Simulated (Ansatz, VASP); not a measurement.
Two plane-wave programs on Sr

The input INCAR:

```
PREC = Accurate
ENCUT = 520
EDIFF = 1E-6
ISMEAR = -1
SIGMA = 0.1
LREAL = False
LASPH = True
NELM = 80
ALGO = Normal
ISIF = 2
LWAVE = False
LCHARG = False
GGA = PS
NBANDS = 28
```

KPOINTS

```
regular mesh
0
Gamma
  10 10 3
```

File POSCAR:

```
Sr
1.0
    4.0199817828      0.0000000000      0.0000000000
   -2.0099908914      3.4814063466      0.0000000000
    0.0000000000      0.0000000000     13.1549960574
Sr
4
Direct
    1.0000000000      0.0000000000      1.0000000000
    1.0000000000      1.0000000000      0.5000000000
    0.3333333333      0.6666666667      0.2500000000
    0.6666666667      0.3333333333      0.7500000000
```

Input for Ansatz:

```yaml
crystal:
  lattice:
    - [4.0199817828, 0.0, 0.0]
    - [-2.0099908914, 3.4814063466, 0.0]
    - [0.0, 0.0, 13.1549960574]
  atoms:
    - { symbol: Sr, position: [1.0, 0.0, 1.0] }
    - { symbol: Sr, position: [1.0, 1.0, 0.5] }
    - { symbol: Sr, position: [0.3333333333, 0.6666666667, 0.25] }
    - { symbol: Sr, position: [0.6666666667, 0.3333333333, 0.75] }
hamiltonian:
  xc: pbesol
  pseudopotentials:
    kind: paw
    azcp:
      Sr: "pseudopotentials/Sr.paw.azcp"
basis:
  ecutwfc: 420
  fft_grid_basis: typed
kpoints:
  mp_grid: { grid: [10, 10, 3], shift: [0, 0, 0] }
magnetization:
  spin_polarized: false
scf:
  occupations: { method: fermi_dirac, width: 0.1 }
  lower_state_search: "off"
output:
  stress: true
```

Alike in both runs: task single point; functional PBEsol; k mesh 10 × 10 × 3; occupations fermi-dirac, width 0.1 eV; no spin polarisation.

```csv
,VASP,Ansatz
version,VASP 6.6.1,Ansatz 0.2.0
potentials or method,"VASP PAW PBE potentials, release 64 (Sr_sv), cutoff 520 eV","plane waves (420 eV) with PAW, scalar-relativistic"
valence electrons in the cell,40,40
```

|  | VASP | Ansatz | Ansatz less VASP |
| --- | --- | --- | --- |
| pressure (GPa) | 1.9 | 1.9 | -0.02 |

VASP's potentials were made for PBE, not for PBEsol, and Ansatz warns of the same on its side. With one functional, cell and mesh, what is left measures potentials, basis and numerics.
